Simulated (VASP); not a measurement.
# Ir (Fd-3m) in VASP: notebook

The runs below take Ir through single point, with RPBE.

Program: VASP 6.6.1. These are calculated values, not measurements. Logs are shortened: lines on timing, memory, paths and dates and some standing lists are left out, and cuts for length are marked.

### Step 1. The cell of the first run

The structure is cubic, space group Fd-3m (No. 227). The conventional cell has a = 5.600 Å, b = 5.600 Å, c = 5.600 Å, α = 90.00°, β = 90.00°, γ = 90.00°. Within 3.2 Å of Ir (site symmetry -43m) lie 4 Ir at 2.42 Å.

### Step 2. Single point, RPBE

INCAR

```
ALGO = Normal ; EDIFF = 1E-6
ENCUT = 520 ; GGA = RP
ISIF = 2 ; ISMEAR = -1
LASPH = T ; LCHARG = F
LREAL = F ; LWAVE = F
NBANDS = 16 ; NELM = 100
PREC = Accurate ; SIGMA = 0.1
```

KPOINTS

```
k-points
0
Gamma
  10 10 10
```

POSCAR

```
Ir
1.0
    0.0000000000      2.7997844409      2.7997844409
    2.7997844409      0.0000000000      2.7997844409
    2.7997844409      2.7997844409      0.0000000000
Ir
2
Direct
    0.1250000000      0.1250000000      0.1250000000
    0.8750000000      0.8750000000      0.8750000000
```

Potentials or basis: VASP PAW PBE potentials, release 64 (Ir).

The run is started by

```console
$ cat potpaw_PBE.64/Ir/POTCAR > POTCAR
$ mpirun -np 1 vasp_std > vasp.out
```

OUTCAR:

```text
EDIFF = 1E-6
   ENCUT = 520
   GGA = RP
   ISIF = 2
   ISMEAR = -1
   LASPH = T
   LREAL = F
   NELM = 100
   PREC = Accurate

 ion  position               nearest neighbor table
   1  0.125  0.125  0.125-   2 2.42   2 2.42   2 2.42   2 2.42
   2  0.875  0.875  0.875-   1 2.42   1 2.42   1 2.42   1 2.42

  LATTYP: Found a face centered cubic cell.
 ALAT       =     5.5995688818

  Lattice vectors:

 A1 = (   0.0000000000,   2.7997844409,   2.7997844409)
 A2 = (   2.7997844409,   0.0000000000,   2.7997844409)
 A3 = (   2.7997844409,   2.7997844409,   0.0000000000)

Analysis of symmetry for initial positions (statically):
=====================================================================
 Subroutine PRICEL returns:
 Original cell was already a primitive cell.

 Routine SETGRP: Setting up the symmetry group for a
 face centered cubic supercell.

 Subroutine GETGRP returns: Found 48 space group operations
 (whereof 12 operations were pure point group operations)
 out of a pool of 48 trial point group operations.

The static configuration has the point symmetry D_3d.
 The point group associated with its full space group is O_h .

Analysis of symmetry for dynamics (positions and initial velocities):
=====================================================================
 Subroutine PRICEL returns:
 Original cell was already a primitive cell.

 Routine SETGRP: Setting up the symmetry group for a
 face centered cubic supercell.

 Subroutine GETGRP returns: Found 48 space group operations
 (whereof 12 operations were pure point group operations)
 out of a pool of 48 trial point group operations.

The dynamic configuration has the point symmetry D_3d.
 The point group associated with its full space group is O_h .

 Subroutine INISYM returns: Found 48 space group operations
 (whereof 12 operations are pure point group operations),
 and found     1 'primitive' translations

----------------------------------------------------------------------------------------

                                     Primitive cell

  volume of cell :      43.8939

  direct lattice vectors                    reciprocal lattice vectors
     0.000000000  2.799784441  2.799784441    -0.178585177  0.178585177  0.178585177
     2.799784441  0.000000000  2.799784441     0.178585177 -0.178585177  0.178585177
     2.799784441  2.799784441  0.000000000     0.178585177  0.178585177 -0.178585177

  length of vectors
     3.959493128  3.959493128  3.959493128     0.309318600  0.309318600  0.309318600

  position of ions in fractional coordinates (direct lattice)
     0.125000000  0.125000000  0.125000000
     0.875000000  0.875000000  0.875000000

  ion indices of the primitive-cell ions
   primitive index   ion index
                 1           1
                 2           2

----------------------------------------------------------------------------------------

 KPOINTS: k-points

Automatic generation of k-mesh.
 Grid dimensions read from file:
 generate k-points for:   10   10   10

 Generating k-lattice:

  Cartesian coordinates                     Fractional coordinates (reciprocal lattice)
    -0.017858518  0.017858518  0.017858518     0.100000000  0.000000000  0.000000000
     0.017858518 -0.017858518  0.017858518     0.000000000  0.100000000  0.000000000
     0.017858518  0.017858518 -0.017858518     0.000000000  0.000000000  0.100000000

  Length of vectors
     0.030931860  0.030931860  0.030931860

  Shift w.r.t. Gamma in fractional coordinates (k-lattice)
     0.000000000  0.000000000  0.000000000

 Subroutine IBZKPT returns following result:
 ===========================================

 Found     47 irreducible k-points:

 Following reciprocal coordinates:
            Coordinates               Weight
  0.000000  0.000000  0.000000      1.000000
  0.100000  0.000000  0.000000      8.000000
  0.200000  0.000000  0.000000      8.000000
  0.300000  0.000000  0.000000      8.000000
  0.400000  0.000000  0.000000      8.000000
  0.500000  0.000000  0.000000      4.000000
[... 16 lines left out ...]
  0.300000  0.300000  0.000000      6.000000
  0.400000  0.300000  0.000000     24.000000
 [... further k-points ...]
   k-points           NKPTS =     47   k-points in BZ     NKDIM =     47   number of bands    NBANDS=     16
   number of dos      NEDOS =    301   number of ions     NIONS =      2
   total plane-waves  NPLWV =  27000
   dimension x,y,z NGX =    30 NGY =   30 NGZ =   30
   dimension x,y,z NGXF=    60 NGYF=   60 NGZF=   60
   ions per type =               2
   NGX,Y,Z   is equivalent  to a cutoff of  12.60, 12.60, 12.60 a.u.
   NGXF,Y,Z  is equivalent  to a cutoff of  25.19, 25.19, 25.19 a.u.
 SYSTEM =  unknown system
   PREC   = accura    normal or accurate (medium, high low for compatibility)
   ISTART =      0    job   : 0-new  1-cont  2-samecut
   ICHARG =      2    charge: 1-file 2-atom 10-const
   ISPIN  =      1    spin polarized calculation?
   LNONCOLLINEAR =      F non collinear calculations
   LSORBIT =      F    spin-orbit coupling
   LASPH  =      T    aspherical Exc in radial PAW
   ENCUT  =  520.0 eV  38.22 Ry    6.18 a.u.   7.36  7.36  7.36*2*pi/ulx,y,z
   NELM   =    100;   NELMIN=  2; NELMDL= -5     # of ELM steps
   EDIFF  = 0.1E-05   stopping-criterion for ELM
   LREAL  =      F    real-space projection
   EDIFFG = 0.1E-04   stopping-criterion for IOM
   NSW    =      0    number of steps for IOM
   IBRION =     -1    ionic relax: 0-MD 1-quasi-New 2-CG
   NFREE  =      0    steps in history (QN), initial steepest desc. (CG)
   ISIF   =      2    stress and relaxation
   ISYM   =      2    0-nonsym 1-usesym 2-fastsym
   POTIM  = 0.5000    time-step for ionic-motion
   TEBEG  =    0.0;   TEEND  =   0.0 temperature during run
   PSTRESS=    0.0 pullay stress
   NELECT =      18.0000    total number of electrons
   NUPDOWN=      -1.0000    fix difference up-down
   EMIN   =  10.00;   EMAX   =-10.00  energy-range for DOS
   EFERMI =   0.00;   METHOD = LEGACY
   ISMEAR =    -1;   SIGMA  =   0.10  broadening in eV -4-tet -1-fermi 0-gaus
   EFERMI_NEDOS =   21; number of points for ismear=-14 and -15
   IALGO  =     38    algorithm
   IMIX   =      4    mixing-type and parameters
     AMIX     =   0.40;   BMIX     =  1.00
     AMIX_MAG =   1.60;   BMIX_MAG =  1.00
  volume/ion in A,a.u.               =      21.95       148.11
  Fermi-wavevector in a.u.,A,eV,Ry     =   1.216273  2.298423 20.127371  1.479320
  Thomas-Fermi vector in A             =   2.351632
   LORBIT       =      0    0 simple, 1 ext, 2 COOP (PROOUT), +10 PAW based schemes
   GGA     = RP    functional components
   LHFCALC =     F    Hartree Fock is set to
   AEXX    =    0.0000 exact exchange contribution
   IVDW    =     0    specifies the selected vdW correction
   LEPSILON=     F    determine dielectric tensor
   LRPA    =     F    only Hartree local field effects (RPA)
 non-spin polarized calculation
  energy-cutoff  :      520.00
  volume of cell :       43.89
 maximum number of plane-waves:      1243
 NGX is ok and might be reduce to    30
   NGX = 15   NGY = 15   NGZ = 15

 number of electron      18.0000002 magnetization

 Free energy of the ion-electron system (eV)
  ---------------------------------------------------
  ext. energy  EPLUGINS =         0.00000000
  ---------------------------------------------------
  free energy    TOTEN  =       -14.56849819 eV

  energy without entropy =      -14.49508575  energy(sigma->0) =      -14.53179197

 E-fermi :   5.0931     XC(G=0): -10.9679

 val. band max:        4.9277616007   @ k =  -0.2000   0.2000   0.0000
 cond. band min:       5.0982135150   @ k =   0.5000   0.2000   0.1000
 fundamental gap:      0.1704519143
 Fermi energy:         5.0930806188

 k-point     1 :       0.0000    0.0000    0.0000
  band No.  band energies     occupation
      1      -2.7239      2.00000
      2       0.1766      2.00000
      3       0.1766      2.00000
      4       0.5408      2.00000
      5       0.5408      2.00000
      6       0.5408      2.00000
[... 8 lines left out ...]
     15      17.4613      0.00000
     16      17.4613      0.00000

 k-point     2 :       0.1000    0.0000    0.0000
  band No.  band energies     occupation
      1      -2.5557      2.00000
      2       0.0621      2.00000
      3       0.0621      2.00000
      4       0.5222      2.00000
      5       0.7164      2.00000
      6       0.7164      2.00000
[... 8 lines left out ...]
     15      16.7969      0.00000
     16      17.0455      0.00000

 k-point     3 :       0.2000    0.0000    0.0000
  band No.  band energies     occupation
      1      -2.0850      2.00000
      2      -0.0348      2.00000
      3      -0.0348      2.00000
      4       0.4769      2.00000
      5       0.9332      2.00000
      6       0.9332      2.00000
[... 8 lines left out ...]
     15      15.6486      0.00000
     16      17.7517      0.00000

 k-point     4 :       0.3000    0.0000    0.0000
  band No.  band energies     occupation
      1      -1.4340      2.00000
      2      -0.0035      2.00000
      3      -0.0035      2.00000
      4       0.4179      2.00000
      5       0.9509      2.00000
      6       0.9509      2.00000
[... 8 lines left out ...]
     15      15.0123      0.00000
     16      18.1055      0.00000
[... 324 lines left out ...]
 k-point    22 :      -0.2000    0.2000    0.0000
  band No.  band energies     occupation
      1      -1.1887      2.00000
      2      -0.2824      2.00000
      3       0.1715      2.00000
      4       0.3573      2.00000
      5       0.7012      2.00000
      6       1.5726      2.00000
[... 8 lines left out ...]
     15      15.6266      0.00000
     16      17.8350      0.00000

 k-point    23 :       0.3000    0.3000    0.0000
  band No.  band energies     occupation
      1      -0.8318      2.00000
      2      -0.6554      2.00000
      3       0.4474      2.00000
      4       0.4474      2.00000
      5       1.1373      2.00000
      6       1.1557      2.00000
[... 8 lines left out ...]
     15      14.6709      0.00000
     16      15.6455      0.00000

 k-point    24 :       0.4000    0.3000    0.0000
  band No.  band energies     occupation
      1      -0.6412      2.00000
      2      -0.2602      2.00000
      3       0.2252      2.00000
      4       0.3958      2.00000
      5       1.0688      2.00000
      6       1.4348      2.00000
[... 8 lines left out ...]
     15      14.9363      0.00000
     16      16.0896      0.00000

 [... further k-points ...]
[... 5 lines left out ...]
  --------------------------------------------------------------------------------------
  -------------------------------------------------------------------------------------
  Total       -0.0896125     -0.0896125     -0.0896125      0.0000000      0.0000000      0.0000000
  in kB       -3.2709602     -3.2709602     -3.2709602      0.0000000      0.0000000      0.0000000
  external PRESSURE =      -3.2709602 kB  Pullay stress =       0.0000000 kB

 VOLUME and BASIS-vectors are now :
 -----------------------------------------------------------------------------
  energy-cutoff  :      520.00
  volume of cell :       43.89
      direct lattice vectors                 reciprocal lattice vectors
     0.000000000  2.799784441  2.799784441    -0.178585177  0.178585177  0.178585177
     2.799784441  0.000000000  2.799784441     0.178585177 -0.178585177  0.178585177
     2.799784441  2.799784441  0.000000000     0.178585177  0.178585177 -0.178585177

 POSITION                                       TOTAL-FORCE (eV/Angst)
 -----------------------------------------------------------------------------------
      0.69995      0.69995      0.69995        -0.000000     -0.000000     -0.000000
      4.89962      4.89962      4.89962         0.000000      0.000000      0.000000
 -----------------------------------------------------------------------------------
    total drift:                               -0.000000      0.000000      0.000000

  FREE ENERGIE OF THE ION-ELECTRON SYSTEM (eV)
  ---------------------------------------------------
  free  energy   TOTEN  =       -14.5684981891 eV

  energy  without entropy=      -14.4950857455  energy(sigma->0) =      -14.53179197
```

Run time: 17 s. Hardware: 1 thread of Intel Xeon Platinum 8488C (Sapphire Rapids), shared host; peak memory 0.18 GiB.

What came out:

| Quantity | Value |
| --- | --- |
| Free energy | -14.5685 eV |
| Pressure | -0.3 GPa |
| Band gap on the k mesh | zero (band 9 reaches 6.03 eV, above the bottom of band 10 at 4.43 eV) |

Caveat: the PAW data sets were made with another functional, which shifts forces and pressure a little; spin-orbit coupling is left out, which moves the levels of the heavy elements.

### Step 3. Single point, RPBE (volume scaled by 0.88)

INCAR

```
SYSTEM = Ir
PREC = Accurate ; ENCUT = 520
EDIFF = 1E-6 ; ISMEAR = -1
SIGMA = 0.1 ; LREAL = .FALSE.
LASPH = .TRUE. ; NELM = 60
ALGO = Normal ; ISIF = 2
LWAVE = .FALSE. ; LCHARG = .FALSE.
GGA = RP ; NBANDS = 16
```

KPOINTS

```
regular mesh
0
G
  11 11 11
  0 0 0
```

POSCAR

```
Ir
1.0
    0.0000000000      2.6829885531      2.6829885531
    2.6829885531      0.0000000000      2.6829885531
    2.6829885531      2.6829885531      0.0000000000
Ir
2
Direct
    0.1250000000      0.1250000000      0.1250000000
    0.8750000000      0.8750000000      0.8750000000
```

Potentials or basis: VASP PAW PBE potentials, release 64 (Ir).

The run is started by

```console
$ cat potpaw_PBE.64/Ir/POTCAR > POTCAR
$ mpirun -np 1 vasp_std > vasp.out
```

Wall time 15 s (1 thread of Intel Xeon Platinum 8488C (Sapphire Rapids), shared host); peak memory 0.17 GiB.

It converged, with:

```yaml
Free_energy: -14.1542 eV
Pressure: 28.9 GPa
Band_gap_on_the_k_mesh: zero (band 9 reaches 7.86 eV, above the bottom of band 10 at 6.14 eV)
```

Levels at points of the mesh, in eV from the Fermi level:
| k point | band 6 | band 7 | band 8 | band 9 | band 10 | band 11 | band 12 | band 13 |
| --- | --- | --- | --- | --- | --- | --- | --- | --- |
| (0.00, 0.00, 0.00) | -5.26 | -1.99 | -1.99 | -1.99 | 1.02 | 1.02 | 11.37 | 11.38 |

Caveat: the PAW data sets were made with another functional, which shifts forces and pressure a little; spin-orbit coupling is left out, which moves the levels of the heavy elements.

(Continued in part 2 of 3.)
